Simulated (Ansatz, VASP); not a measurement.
# AlN in VASP and in Ansatz

Contents of POSCAR:

```
AlN
1.0
    0.0000000000      2.0188684521      1.9381137141
    2.0188684521      0.0000000000      1.9381137141
    2.0188684521      2.0188684521      0.0000000000
Al N
1 1
Direct
    0.0000000000      0.0000000000      0.0000000000
    0.5000000000      0.5000000000      0.5000000000
```

INCAR.step1

```
PREC     = Accurate       # precision mode
ENCUT    = 520            # plane-wave cutoff, eV
ISMEAR   = 0              # smearing method
SIGMA    = 0.01           # smearing width, eV
LREAL    = F              # projectors in reciprocal space
LASPH    = T              # aspherical terms in the spheres
NELM     = 80             # most SCF steps
NBANDS   = 11             # bands
GGA      = PE             # functional
ALGO     = Normal         # electronic algorithm
EDIFF    = 1E-4           # SCF threshold, eV
LWAVE    = T              # write WAVECAR
LCHARG   = F              # write CHGCAR
```

INCAR.step2

```
PREC     = Accurate       # precision mode
ENCUT    = 520            # plane-wave cutoff, eV
EDIFF    = 1E-7           # SCF threshold, eV
ISMEAR   = 0              # smearing method
SIGMA    = 0.01           # smearing width, eV
LREAL    = F              # projectors in reciprocal space
LASPH    = T              # aspherical terms in the spheres
NELM     = 80             # most SCF steps
ALGO     = Normal         # electronic algorithm
ISIF     = 2              # what is computed and relaxed
LWAVE    = F              # write WAVECAR
LCHARG   = F              # write CHGCAR
METAGGA  = R2SCAN         # meta-GGA
LMIXTAU  = T            
NBANDS   = 11             # bands
ISTART   = 1
```

The input KPOINTS:

```
Automatic mesh
0
Gamma
  10 10 10
```

Input for Ansatz:

```yaml
crystal:
  lattice:
    - [0.0, 2.0188684521, 1.9381137141]
    - [2.0188684521, 0.0, 1.9381137141]
    - [2.0188684521, 2.0188684521, 0.0]
  atoms:
    - { symbol: Al, position: [0.0, 0.0, 0.0] }
    - { symbol: "N", position: [0.5, 0.5, 0.5] }
kpoints:
  mp_grid: { grid: [10, 10, 10] }
  band_path:
    path:
      - [0.0, 0.0, 0.0]
      - [0.5, 0.0, 0.5]
      - [0.625, 0.25, 0.625]
      - [0.375, 0.375, 0.75]
      - [0.5, 0.5, 0.5]
      - [0.5, 0.25, 0.75]
      - [0.5, 0.5, 0.0]
    npoints: 1
hamiltonian:
  xc: r2scan
scf:
  occupations: { method: fixed }
  n_extra_bands: 4
output:
  forces: true
  stress: true
  eigenvalues: true
  write_density: true
  write_potential: true
  elf: true
  volumetric_format: npy
```

Change from the starting cell: uniaxial_z strain -4.0%.

Alike in both runs: task single point; functional r2SCAN; k mesh 10 × 10 × 10; no spin polarisation.

|  | VASP | Ansatz |
| --- | --- | --- |
| version | VASP 6.6.1 | Ansatz 0.2.0 |
| potentials or method | VASP PAW PBE potentials, release 64 (Al, N) | plane waves, PAW |
| plane-wave cutoff (eV) | 520 | 500 |
| occupations | gaussian, width 0.01 eV | fixed |
| valence electrons in the cell | 8 | 8 |

```tsv
	VASP	Ansatz	Ansatz less VASP
gap on the k mesh at the Fermi level (eV)	5.54	5.57	+0.036
pressure (GPa)	12.3	13.2	+0.83
traceless stress, the component that is largest in VASP (GPa)	10.83	10.63	-0.200
```

VASP's potentials were made for PBE, not for r2SCAN.
